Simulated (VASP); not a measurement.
A run of VASP 6.6.1 is set up as follows.

The input INCAR:

```
PREC     = Accurate       # precision mode
ENCUT    = 520            # plane-wave cutoff, eV
EDIFF    = 1E-6           # SCF threshold, eV
ISMEAR   = -1             # smearing method
SIGMA    = 0.05           # smearing width, eV
LREAL    = F              # projectors in reciprocal space
LASPH    = T              # aspherical terms in the spheres
NELM     = 60             # most SCF steps
ALGO     = Fast           # electronic algorithm
ISIF     = 2              # what is computed and relaxed
LWAVE    = F              # write WAVECAR
LCHARG   = F              # write CHGCAR
GGA      = PE             # functional
NBANDS   = 19             # bands
```

KPOINTS

```
Automatic mesh
0
Gamma
  10 10 10
```

File POSCAR:

```
Hg
1.0
   -2.9297541400      2.9297541400      1.5725525500
    2.9297541400     -2.9297541400      1.5725525500
    2.9297541400      2.9297541400     -1.5725525500
Hg
2
Direct
   -0.0007700000      0.0059980000      0.0033530000
    0.7537850000      0.2473270000      0.4840710000
```

Potentials or basis: VASP PAW PBE potentials, release 64 (Hg).

Command:

```bash
$ cat potpaw_PBE.64/Hg/POTCAR > POTCAR
$ mpirun -np 1 vasp_std > vasp.out
```

Q: What does it give for the band gap on the k mesh?

A: Zero (band 12 reaches 4.18 eV, above the bottom of band 13 at 0.35 eV).

Q: What does it give for the largest force?

A: 0.245 eV/Å.

Q: What does it give for the pressure?

A: 1.9 GPa.

Stress tensor (GPa, compression positive):
```
 2.22 -0.03 -0.49
-0.03  1.70  0.09
-0.49  0.09  1.66
```

Caveat: the cell differs from its parent crystal (atoms moved at random); spin-orbit coupling is left out, which moves the levels of the heavy elements.
